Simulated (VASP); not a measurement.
A run of VASP 6.6.1 is set up as follows.

The input INCAR:

```
  ALGO = Normal
  EDIFF = 1E-7
  ENCUT = 520
  GGA = PE
  ISIF = 2
  ISMEAR = -1
  ISPIN = 2
  ISYM = 0
  LASPH = T
  LCHARG = T
  LELF = T
  LMAXMIX = 4
  LORBIT = 11
  LREAL = Auto
  LVHAR = T
  LWAVE = F
  MAGMOM = 3.6 -3.6 0 0 0 0 0 0 0 0 0 0 0 0 0 0
  NBANDS = 90
  NELM = 150
  PREC = Accurate
  SIGMA = 0.1
```

The input KPOINTS:

```
k-points
0
Gamma
  1 1 1
```

Contents of POSCAR:

```
MnGa3As4
1.0
   11.3200000000      0.0000000000      0.0000000000
    0.0000000000      5.6600000000      0.0000000000
    0.0000000000      0.0000000000      5.6600000000
Mn Ga As
2 6 8
Direct
    0.0001067000      0.0093380000      0.0080409000
    0.5021918000      0.4903018000      0.4991735000
    0.0016570000      0.5030702000      0.4854438000
    0.2501918000      0.0123285000      0.5080789000
    0.2441515000      0.5032460000      0.0002490000
    0.4957531000      0.0021346000      0.9992459000
    0.7478519000      0.9994119000      0.5002890000
    0.7533028000      0.4973794000      0.9934753000
    0.1289719000      0.2468124000      0.2633515000
    0.1261073000      0.7491471000      0.7453624000
    0.3709513000      0.2506224000      0.7472603000
    0.3752600000      0.7538657000      0.2598983000
    0.6261096000      0.2390176000      0.2675485000
    0.6293383000      0.7473862000      0.7476190000
    0.8737004000      0.2429498000      0.7449165000
    0.8727849000      0.7683002000      0.2513953000
```

Potentials or basis: VASP PAW PBE potentials, release 64 (Mn_pv, Ga_d, As).

Run with:

```bash
$ cat potpaw_PBE.64/Mn_pv/POTCAR potpaw_PBE.64/Ga_d/POTCAR potpaw_PBE.64/As/POTCAR > POTCAR
$ mpirun -np 1 vasp_gam > vasp.out
```

Question: What does it give for the site moments?

Answer: Mn +1.76, -2.57; Ga -0.02, -0.01, +0.03 (each value once); As -0.05, -0.06, +0.05, +0.06 (each value once) μB.

Question: Predict the largest force.

Answer: 1.866 eV/Å.

Stress tensor (GPa, compression positive):
```
-5.53 -0.83  0.61
-0.83  4.65 -0.32
 0.61 -0.32  4.34
```

Caveat: the k points lie up to 1.11 Å⁻¹ apart; forces of over 1 eV/Å act on the atoms, so gaps and moduli don't describe the material at rest.
